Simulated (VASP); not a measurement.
# V (R-3m) in VASP: notebook, part 2 of 2

VASP 6.6.1. The steps go on from the part before.

## Step 3: Single point, PBEsol

This run uses another cell than the first one, of the same volume but with other edges.

Input file INCAR:

```
  PREC = Accurate
  ENCUT = 520
  EDIFF = 1E-6
  ISMEAR = 0
  SIGMA = 0.15
  LREAL = False
  LASPH = True
  NELM = 80
  ALGO = Fast
  ISIF = 2
  LWAVE = False
  LCHARG = True
  GGA = PS
  LELF = True
  LVHAR = True
  NBANDS = 12
```

Input file KPOINTS:

```
Automatic mesh
0
Gamma
  24 24 24
```

Input file POSCAR:

```
V
1.0
   -1.6770856845      1.5173632384      1.5173632384
    1.5173632384     -1.6770856845      1.5173632384
    1.5173632384      1.5173632384     -1.6770856845
V
1
Direct
    0.0000000000      0.0000000000      0.0000000000
```

Potentials or basis: VASP PAW PBE potentials, release 64 (V_sv).

Started as:

```bash
$ cat potpaw_PBE.64/V_sv/POTCAR > POTCAR
$ mpirun -np 1 vasp_std > vasp.out
```

OUTCAR:

```text
PREC = Accurate
   ENCUT = 520
   EDIFF = 1E-6
   ISMEAR = 0
   LREAL = False
   LASPH = True
   NELM = 80
   ISIF = 2
   GGA = PS

 ion  position               nearest neighbor table
   1  0.000  0.000  0.000-

  LATTYP: Found a trigonal (rhomboedric) cell.
 ALAT       =     2.7234901850
 COS(alpha) =    -0.3757523646

  Lattice vectors:

 A1 = (  -1.6770856845,   1.5173632384,   1.5173632384)
 A2 = (   1.5173632384,  -1.6770856845,   1.5173632384)
 A3 = (   1.5173632384,   1.5173632384,  -1.6770856845)

Analysis of symmetry for initial positions (statically):
=====================================================================
 Subroutine PRICEL returns:
 Original cell was already a primitive cell.

 Routine SETGRP: Setting up the symmetry group for a
 trigonal (rhombohedral) supercell.

 Subroutine GETGRP returns: Found 12 space group operations
 (whereof 12 operations were pure point group operations)
 out of a pool of 12 trial point group operations.

The static configuration has the point symmetry D_3d.

Analysis of symmetry for dynamics (positions and initial velocities):
=====================================================================
 Subroutine PRICEL returns:
 Original cell was already a primitive cell.

 Routine SETGRP: Setting up the symmetry group for a
 trigonal (rhombohedral) supercell.

 Subroutine GETGRP returns: Found 12 space group operations
 (whereof 12 operations were pure point group operations)
 out of a pool of 12 trial point group operations.

The dynamic configuration has the point symmetry D_3d.

 Subroutine INISYM returns: Found 12 space group operations
 (whereof 12 operations are pure point group operations),
 and found     1 'primitive' translations

----------------------------------------------------------------------------------------

                                     Primitive cell

  volume of cell :      13.8541

  direct lattice vectors                    reciprocal lattice vectors
    -1.677085684  1.517363238  1.517363238     0.036828593  0.349871632  0.349871632
     1.517363238 -1.677085684  1.517363238     0.349871632  0.036828593  0.349871632
     1.517363238  1.517363238 -1.677085684     0.349871632  0.349871632  0.036828593

  length of vectors
     2.723490185  2.723490185  2.723490185     0.496161933  0.496161933  0.496161933

  position of ions in fractional coordinates (direct lattice)
     0.000000000  0.000000000  0.000000000

  ion indices of the primitive-cell ions
   primitive index   ion index
                 1           1

----------------------------------------------------------------------------------------

 KPOINTS: Automatic mesh

Automatic generation of k-mesh.
 Grid dimensions read from file:
 generate k-points for:   24   24   24

 Generating k-lattice:

  Cartesian coordinates                     Fractional coordinates (reciprocal lattice)
     0.001534525  0.014577985  0.014577985     0.041666667  0.000000000  0.000000000
     0.014577985  0.001534525  0.014577985     0.000000000  0.041666667  0.000000000
     0.014577985  0.014577985  0.001534525     0.000000000  0.000000000  0.041666667

  Length of vectors
     0.020673414  0.020673414  0.020673414

  Shift w.r.t. Gamma in fractional coordinates (k-lattice)
     0.000000000  0.000000000  0.000000000

 Subroutine IBZKPT returns following result:
 ===========================================

 Found   1313 irreducible k-points:

 Following reciprocal coordinates:
            Coordinates               Weight
  0.000000  0.000000  0.000000      1.000000
  0.041667 -0.000000 -0.000000      6.000000
  0.083333 -0.000000 -0.000000      6.000000
  0.125000  0.000000  0.000000      6.000000
  0.166667 -0.000000 -0.000000      6.000000
  0.208333 -0.000000 -0.000000      6.000000
[... 16 lines left out ...]
  0.416667  0.041667  0.000000     12.000000
  0.458333  0.041667 -0.000000     12.000000
 [... further k-points ...]
   k-points           NKPTS =   1313   k-points in BZ     NKDIM =   1313   number of bands    NBANDS=     12
   number of dos      NEDOS =    301   number of ions     NIONS =      1
   total plane-waves  NPLWV =   8000
   dimension x,y,z NGX =    20 NGY =   20 NGZ =   20
   dimension x,y,z NGXF=    40 NGYF=   40 NGZF=   40
   ions per type =               1
   NGX,Y,Z   is equivalent  to a cutoff of  12.21, 12.21, 12.21 a.u.
   NGXF,Y,Z  is equivalent  to a cutoff of  24.42, 24.42, 24.42 a.u.
 SYSTEM =  unknown system
   PREC   = accura    normal or accurate (medium, high low for compatibility)
   ISTART =      0    job   : 0-new  1-cont  2-samecut
   ICHARG =      2    charge: 1-file 2-atom 10-const
   ISPIN  =      1    spin polarized calculation?
   LNONCOLLINEAR =      F non collinear calculations
   LSORBIT =      F    spin-orbit coupling
   LASPH  =      T    aspherical Exc in radial PAW
   ENCUT  =  520.0 eV  38.22 Ry    6.18 a.u.   5.06  5.06  5.06*2*pi/ulx,y,z
   NELM   =     80;   NELMIN=  2; NELMDL= -5     # of ELM steps
   EDIFF  = 0.1E-05   stopping-criterion for ELM
   LREAL  =      F    real-space projection
   EDIFFG = 0.1E-04   stopping-criterion for IOM
   NSW    =      0    number of steps for IOM
   IBRION =     -1    ionic relax: 0-MD 1-quasi-New 2-CG
   NFREE  =      0    steps in history (QN), initial steepest desc. (CG)
   ISIF   =      2    stress and relaxation
   ISYM   =      2    0-nonsym 1-usesym 2-fastsym
   POTIM  = 0.5000    time-step for ionic-motion
   TEBEG  =    0.0;   TEEND  =   0.0 temperature during run
   PSTRESS=    0.0 pullay stress
   NELECT =      13.0000    total number of electrons
   NUPDOWN=      -1.0000    fix difference up-down
   EMIN   =  10.00;   EMAX   =-10.00  energy-range for DOS
   EFERMI =   0.00;   METHOD = LEGACY
   ISMEAR =     0;   SIGMA  =   0.15  broadening in eV -4-tet -1-fermi 0-gaus
   EFERMI_NEDOS =   21; number of points for ismear=-14 and -15
   IALGO  =     68    algorithm
   IMIX   =      4    mixing-type and parameters
     AMIX     =   0.40;   BMIX     =  1.00
     AMIX_MAG =   1.60;   BMIX_MAG =  1.00
  volume/ion in A,a.u.               =      13.85        93.49
  Fermi-wavevector in a.u.,A,eV,Ry     =   1.602742  3.028744 34.950411  2.568783
  Thomas-Fermi vector in A             =   2.699515
   LORBIT       =      0    0 simple, 1 ext, 2 COOP (PROOUT), +10 PAW based schemes
   GGA     = PS    functional components
   LHFCALC =     F    Hartree Fock is set to
   AEXX    =    0.0000 exact exchange contribution
   IVDW    =     0    specifies the selected vdW correction
   LEPSILON=     F    determine dielectric tensor
   LRPA    =     F    only Hartree local field effects (RPA)
 non-spin polarized calculation
 RMM-DIIS sequential band-by-band and
 Gauss-broadening in eV      SIGMA  =   0.15
  energy-cutoff  :      520.00
  volume of cell :       13.85
 maximum number of plane-waves:       387
   NGX = 11   NGY = 11   NGZ = 11

 number of electron      12.9999991 magnetization

 Free energy of the ion-electron system (eV)
  ---------------------------------------------------
  ext. energy  EPLUGINS =         0.00000000
  ---------------------------------------------------
  free energy    TOTEN  =        -9.59824811 eV

  energy without entropy =       -9.58256718  energy(sigma->0) =       -9.59040764

 E-fermi :   9.3369     XC(G=0): -12.8797

 val. band max:        9.3355751952   @ k =   0.1667   0.0833   0.0417
 cond. band min:       9.3370928120   @ k =   0.5000   0.5000   0.0833
 fundamental gap:      0.0015176168
 Fermi energy:         9.3368954655

 k-point     1 :       0.0000    0.0000    0.0000
  band No.  band energies     occupation
      1     -54.3167      2.00000
      2     -27.8738      2.00000
      3     -27.8738      2.00000
      4     -27.3345      2.00000
      5       2.7214      2.00000
      6       8.4518      2.00000
      7       9.7914      0.00002
      8       9.7914      0.00002
      9      12.0383      0.00000
     10      12.0383      0.00000
     11      27.0907      0.00000
     12      30.3834      0.00000
[... 331 lines left out ...]
 k-point    24 :       0.4583    0.0417   -0.0000
  band No.  band energies     occupation
      1     -54.0017      2.00000
      2     -28.8066      2.00000
      3     -28.0398      2.00000
      4     -27.8014      2.00000
      5       6.2291      2.00000
      6       8.2742      2.00000
      7      11.1180      0.00000
      8      11.3238      0.00000
      9      11.9013      0.00000
     10      13.6480      0.00000
     11      20.2959      0.00000
     12      24.2263      0.00000

 [... further k-points ...]

------------------------ aborting loop because EDIFF is reached ----------------------------------------

  FORCE on cell =-STRESS in cart. coord.  units (eV):
  Direction    XX          YY          ZZ          XY          YZ          ZX
  --------------------------------------------------------------------------------------
  -------------------------------------------------------------------------------------
  Total       -0.9338655     -0.9338655     -0.9338655      0.1387372      0.1387372      0.1387372
  in kB     -107.9986085   -107.9986085   -107.9986085     16.0445222     16.0445222     16.0445222
  external PRESSURE =    -107.9986085 kB  Pullay stress =       0.0000000 kB

 VOLUME and BASIS-vectors are now :
 -----------------------------------------------------------------------------
  energy-cutoff  :      520.00
  volume of cell :       13.85
      direct lattice vectors                 reciprocal lattice vectors
    -1.677085684  1.517363238  1.517363238     0.036828593  0.349871632  0.349871632
     1.517363238 -1.677085684  1.517363238     0.349871632  0.036828593  0.349871632
     1.517363238  1.517363238 -1.677085684     0.349871632  0.349871632  0.036828593

 POSITION                                       TOTAL-FORCE (eV/Angst)
 -----------------------------------------------------------------------------------
      0.00000      0.00000      0.00000        -0.000000      0.000000     -0.000000
 -----------------------------------------------------------------------------------
    total drift:                                0.000000     -0.000000      0.000000

  FREE ENERGIE OF THE ION-ELECTRON SYSTEM (eV)
  ---------------------------------------------------
  free  energy   TOTEN  =        -9.5982481133 eV

  energy  without entropy=       -9.5825671765  energy(sigma->0) =       -9.59040764
```

It took 4.4 min on 1 thread of Intel Xeon 8259CL, shared host; peak memory 0.31 GiB.

What came out:

```
Free energy            : -9.5982 eV
Pressure               : -10.8 GPa
Band gap on the k mesh : zero (an odd number of electrons rules out a gap without spin polarisation)
```

Levels at points of the mesh, in eV from the Fermi level:
```csv
k point,band 4,band 5,band 6,band 7,band 8,band 9,band 10,band 11
"(0.00, 0.00, 0.00)",-36.67,-6.62,-0.89,0.45,0.45,2.70,2.70,17.75
"(0.50, 0.00, 0.00)",-37.13,-3.15,-1.07,1.99,2.03,2.56,4.10,10.93
"(0.50, 0.50, 0.00)",-36.71,-3.27,-1.60,0.58,2.85,2.95,3.65,8.68
"(0.50, 0.50, 0.50)",-37.51,-3.02,-3.02,2.98,2.98,4.51,9.71,9.71
```

Caveat: the cell stands under tension; the PAW data sets were made with another functional, which shifts forces and pressure a little.

## Step 4: Single point, PBEsol

This run uses another cell than the first one, of the same volume but with other edges.

Input file INCAR:

```
PREC = Accurate
ENCUT = 520
EDIFF = 1E-7
ISMEAR = 0
SIGMA = 0.15
LREAL = F
LASPH = T
NELM = 80
ALGO = Fast
ISIF = 2
LWAVE = F
LCHARG = F
GGA = PS
NBANDS = 12
```

Input file KPOINTS:

```
regular mesh
0
Gamma
  24 24 24
```

Input file POSCAR:

```
V
1.0
   -1.3288683443      1.5187066791      1.5187066791
    1.5187066791     -1.3288683443      1.5187066791
    1.5187066791      1.5187066791     -1.3288683443
V
1
Direct
    0.0000000000      0.0000000000      0.0000000000
```

Started as:

```bash
$ cat potpaw_PBE.64/V_sv/POTCAR > POTCAR
$ mpirun -np 1 vasp_std > vasp.out
```

Wall time 3.6 min (1 thread of Intel Xeon 8259CL, shared host); peak memory 0.31 GiB.

It converged, with:

```yaml
Free_energy: -9.5596 eV
Pressure: -10.7 GPa
Band_gap_on_the_k_mesh: zero (an odd number of electrons rules out a gap without spin polarisation)
```

Stress tensor (GPa, compression positive):
```
-10.71  -3.98  -3.98
 -3.98 -10.71  -3.98
 -3.98  -3.98 -10.71
```

Levels at points of the mesh, in eV from the Fermi level:
```
           k point  band 5  band 6  band 7  band 8  band 9  band 10
(0.00, 0.00, 0.00)   -6.51   -0.47   -0.47    1.65    2.71     2.71
(0.50, 0.00, 0.00)   -3.02   -1.26    0.73    2.78    2.89     3.47
(0.50, 0.50, 0.00)   -3.15   -1.06    2.32    2.33    2.66     4.42
(0.50, 0.50, 0.50)   -2.85   -2.85    2.25    4.25    4.25     9.61
```

Caveat: the cell stands under tension; the PAW data sets were made with another functional, which shifts forces and pressure a little.

## Step 5: Summary

```csv
cell,further INCAR settings,gap on the mesh (eV),pressure (GPa)
"a = 2.995 Å, angles 115.8°, 1 atom",ALGO = Fast; EDIFF = 1e-06; NBANDS = 12,none,27.3
"a = 2.723 Å, angles 112.1°, 1 atom",ALGO = Fast; EDIFF = 1e-06; NBANDS = 12,none,-10.8
"a = 2.526 Å, angles 105.7°, 1 atom",ALGO = Fast; EDIFF = 1e-07; NBANDS = 12,none,-10.7
```

Alike in all rows: task single point; level PBEsol; potentials or basis VASP PAW PBE potentials, release 64 (V_sv); no spin polarisation; k mesh 24 × 24 × 24; cutoff (eV) 520; smearing gaussian 0.15 eV.

Caveats: the PAW data sets were made with another functional, which shifts forces and pressure a little; the cell stands under tension (at least some runs); atoms lie so close that the PAW spheres overlap strongly, which falsifies energies and pressures (at least some runs); the cell stands under pressure (at least some runs).

Total energies depend on the potentials used, so only differences within one code and one set of settings carry meaning.
